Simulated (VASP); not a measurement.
# Mg (a cell with a defect) in VASP: single point with PBEsol

Aim: the single point of Mg (a cell with a defect) with PBEsol.

Everything below comes from runs of VASP 6.6.1. Logs are shortened: lines on timing, memory, paths and dates and some standing lists are left out, and cuts for length are marked.

## (1) The cell of the first run

The cell holds a defect, 7 atoms: a = 5.115 Å, b = 5.115 Å, c = 5.115 Å, α = 109.47°, β = 109.47°, γ = 109.47°.

## (2) Single point, PBEsol

INCAR

```
PREC = Accurate ; ENCUT = 520
EDIFF = 1E-6 ; ISMEAR = 0
SIGMA = 0.05 ; LREAL = F
LASPH = T ; NELM = 120
ALGO = Normal ; ISIF = 2
LWAVE = F ; LCHARG = F
GGA = PS ; NBANDS = 16
GGA_COMPAT = F
```

KPOINTS

```
Automatic mesh
0
Gamma
  3 3 3
```

POSCAR

```
Mg
1.0
   -2.9530000000      2.9530000000      2.9530000000
    2.9530000000     -2.9530000000      2.9530000000
    2.9530000000      2.9530000000     -2.9530000000
Mg
7
Direct
    0.0000000000      0.0000000000      0.2501347782
   -0.0000001693      0.4521899763     -0.0005934643
    0.0000000000      0.5484290552      0.5007548256
    0.4521899763      0.0000000000     -0.0005932950
    0.5484290552      0.0000000000      0.5007548256
    0.4515709448      0.4515709448     -0.0476742296
    0.5478100237      0.5478098544      0.5472165594
```

Potentials or basis: VASP PAW PBE potentials, release 64 (Mg).

The run is started by

```console
> cat potpaw_PBE.64/Mg/POTCAR > POTCAR
> mpirun -np 1 vasp_std > vasp.out
```

OUTCAR:

```text
PREC = Accurate
   ENCUT = 520
   EDIFF = 1E-6
   ISMEAR = 0
   LREAL = F
   LASPH = T
   NELM = 120
   ISIF = 2
   GGA = PS

 ion  position               nearest neighbor table
   1  0.000  0.000  0.250-   7 2.66   2 2.66   4 2.66   5 2.67   3 2.67   6 2.67   5 2.99   3 2.99
                             6 2.99   4 3.00   7 3.00   2 3.00
   2  1.000  0.452  0.999-   5 2.40   6 2.40   3 2.44   1 2.66   6 2.73   5 2.73   3 2.75   7 2.98
                             4 2.98   4 2.98   7 2.98   1 3.00
   3  0.000  0.548  0.501-   7 2.40   4 2.40   2 2.44   1 2.67   4 2.73   7 2.73   2 2.75   6 2.98
                             5 2.98   5 2.98   6 2.98   1 2.99
   4  0.452  0.000  0.999-   6 2.40   3 2.40   5 2.44   1 2.66   3 2.73   6 2.73   5 2.75   7 2.98
                             2 2.98   2 2.98   7 2.98   1 3.00
   5  0.548  0.000  0.501-   2 2.40   7 2.40   4 2.44   1 2.67   7 2.73   2 2.73   4 2.75   6 2.98
                             3 2.98   3 2.98   6 2.98   1 2.99
   6  0.452  0.452  0.952-   4 2.40   2 2.40   7 2.44   1 2.67   2 2.73   4 2.73   7 2.75   5 2.98
                             3 2.98   5 2.98   3 2.98   1 2.99
   7  0.548  0.548  0.547-   3 2.40   5 2.40   6 2.44   1 2.66   5 2.73   3 2.73   6 2.75   2 2.98
                             4 2.98   2 2.98   4 2.98   1 3.00

  LATTYP: Found a body centered cubic cell.
 ALAT       =     5.9060000000

  Lattice vectors:

 A1 = (  -2.9530000000,   2.9530000000,   2.9530000000)
 A2 = (   2.9530000000,  -2.9530000000,   2.9530000000)
 A3 = (   2.9530000000,   2.9530000000,  -2.9530000000)

Analysis of symmetry for initial positions (statically):
=====================================================================
 Subroutine PRICEL returns:
 Original cell was already a primitive cell.

 Routine SETGRP: Setting up the symmetry group for a
 body centered cubic supercell.

 Subroutine GETGRP returns: Found  6 space group operations
 (whereof  6 operations were pure point group operations)
 out of a pool of 48 trial point group operations.

The static configuration has the point symmetry C_3v.

Analysis of symmetry for dynamics (positions and initial velocities):
=====================================================================
 Subroutine PRICEL returns:
 Original cell was already a primitive cell.

 Routine SETGRP: Setting up the symmetry group for a
 body centered cubic supercell.

 Subroutine GETGRP returns: Found  6 space group operations
 (whereof  6 operations were pure point group operations)
 out of a pool of 48 trial point group operations.

[... 99 lines left out ...]
   POTIM  = 0.5000    time-step for ionic-motion
   TEBEG  =    0.0;   TEEND  =   0.0 temperature during run
   PSTRESS=    0.0 pullay stress
   NELECT =      14.0000    total number of electrons
   NUPDOWN=      -1.0000    fix difference up-down
   EMIN   =  10.00;   EMAX   =-10.00  energy-range for DOS
   EFERMI =   0.00;   METHOD = LEGACY
   ISMEAR =     0;   SIGMA  =   0.05  broadening in eV -4-tet -1-fermi 0-gaus
   EFERMI_NEDOS =   21; number of points for ismear=-14 and -15
   IALGO  =     38    algorithm
   IMIX   =      4    mixing-type and parameters
     AMIX     =   0.40;   BMIX     =  1.00
     AMIX_MAG =   1.60;   BMIX_MAG =  1.00
  volume/ion in A,a.u.               =      14.71        99.30
  Fermi-wavevector in a.u.,A,eV,Ry     =   0.841720  1.590619  9.639615  0.708492
  Thomas-Fermi vector in A             =   1.956310
   LORBIT       =      0    0 simple, 1 ext, 2 COOP (PROOUT), +10 PAW based schemes
   GGA     = PS    functional components
   LHFCALC =     F    Hartree Fock is set to
   AEXX    =    0.0000 exact exchange contribution
   IVDW    =     0    specifies the selected vdW correction
   LEPSILON=     F    determine dielectric tensor
   LRPA    =     F    only Hartree local field effects (RPA)
 non-spin polarized calculation
 Gauss-broadening in eV      SIGMA  =   0.05
  energy-cutoff  :      520.00
  volume of cell :      103.00
 maximum number of plane-waves:      2782
 NGX is ok and might be reduce to    40
   NGX = 19   NGY = 19   NGZ = 19

 number of electron      14.0000000 magnetization

 Free energy of the ion-electron system (eV)
  ---------------------------------------------------
  ext. energy  EPLUGINS =         0.00000000
  ---------------------------------------------------
  free energy    TOTEN  =        -4.93078742 eV

  energy without entropy =       -4.92695938  energy(sigma->0) =       -4.92887340

 E-fermi :   5.5236     XC(G=0): -10.0372

 val. band max:        5.3936882084   @ k =   0.0000   0.0000   0.0000
 cond. band min:       5.5344797961   @ k =   0.0000   0.0000   0.0000
 fundamental gap:      0.1407915878
 Fermi energy:         5.5235662709

 k-point     1 :       0.0000    0.0000    0.0000
  band No.  band energies     occupation
      1      -3.7115      2.00000
      2       3.3006      2.00000
      3       3.6262      2.00000
      4       3.6262      2.00000
      5       3.9425      2.00000
      6       3.9425      2.00000
[... 91 lines left out ...]
      3       0.7914      2.00000
      4       1.0263      2.00000
      5       1.3548      2.00000
      6       3.6109      2.00000
[... 8 lines left out ...]
     15      11.2358      0.00000
     16      11.6122      0.00000

------------------------ aborting loop because EDIFF is reached ----------------------------------------

  FORCE on cell =-STRESS in cart. coord.  units (eV):
  Direction    XX          YY          ZZ          XY          YZ          ZX
  --------------------------------------------------------------------------------------
  -------------------------------------------------------------------------------------
  Total       27.4348613     27.4348613     27.4348613      0.0002254     -0.0002254     -0.0002254
  in kB      426.7396721    426.7396721    426.7396721      0.0035056     -0.0035056     -0.0035056
  external PRESSURE =     426.7396721 kB  Pullay stress =       0.0000000 kB

 VOLUME and BASIS-vectors are now :
 -----------------------------------------------------------------------------
  energy-cutoff  :      520.00
  volume of cell :      103.00
      direct lattice vectors                 reciprocal lattice vectors
    -2.953000000  2.953000000  2.953000000     0.000000000  0.169319336  0.169319336
     2.953000000 -2.953000000  2.953000000     0.169319336  0.000000000  0.169319336
     2.953000000  2.953000000 -2.953000000     0.169319336  0.169319336  0.000000000

 POSITION                                       TOTAL-FORCE (eV/Angst)
 -----------------------------------------------------------------------------------
      0.73865      0.73865     -0.73865        -0.002144     -0.002144      0.002144
      1.33356      4.56893      1.33707        -0.023350     -0.010581      0.010581
      3.09824     -0.14078      0.14078         0.022922      0.011867     -0.011867
      1.61593      4.28656     -1.61593        -0.010581     -0.023350      0.010581
     -0.14078      3.09824      0.14078         0.011867      0.022922     -0.011867
      2.81222      2.81222     -0.14524         0.011867      0.011867     -0.022922
      1.61593      1.61593      1.61944        -0.010581     -0.010581      0.023350
 -----------------------------------------------------------------------------------
    total drift:                               -0.000006     -0.000001     -0.000010

  FREE ENERGIE OF THE ION-ELECTRON SYSTEM (eV)
  ---------------------------------------------------
  free  energy   TOTEN  =        -4.9307874182 eV

  energy  without entropy=       -4.9269593771  energy(sigma->0) =       -4.92887340
```

stdout:

```text
POSCAR found type information on POSCAR Mg
 POSCAR found :  1 types and       7 ions
 scaLAPACK will be used
 -----------------------------------------------------------------------------
|                                                                             |
|                                                                             |
|     You enforced a specific xc type in the INCAR file but a different       |
|     I HOPE YOU KNOW WHAT YOU ARE DOING!                                     |
|                                                                             |
 -----------------------------------------------------------------------------

 LDA part: xc-table for (Slater+PW92), standard interpolation
 POSCAR, INCAR and KPOINTS ok, starting setup
 FFT: planning ... GRIDC
 FFT: planning ... GRID_SOFT
 FFT: planning ... GRID
 WAVECAR not read
 entering main loop
```

Wall time 12 s (1 thread of AMD EPYC 7R13 (Zen 3), shared host); peak memory 0.19 GiB.

What came out:

* Free energy: -4.9308 eV
* Pressure: 42.7 GPa
* Largest force: 0.028 eV/Å
* Band gap on the k mesh: zero (bands 7 and 8 overlap by 0.53 eV)

Forces on the atoms (eV/Å):
```
Mg  -0.002 -0.002  0.002
Mg  -0.023 -0.011  0.011
Mg   0.023  0.012 -0.012
Mg  -0.011 -0.023  0.011
Mg   0.012  0.023 -0.012
Mg   0.012  0.012 -0.023
Mg  -0.011 -0.011  0.023
```

Caveat: the k points lie up to 0.50 Å⁻¹ apart, too coarse for converged energies and pressures of a metal; the PAW data sets were made with another functional, which shifts forces and pressure a little.
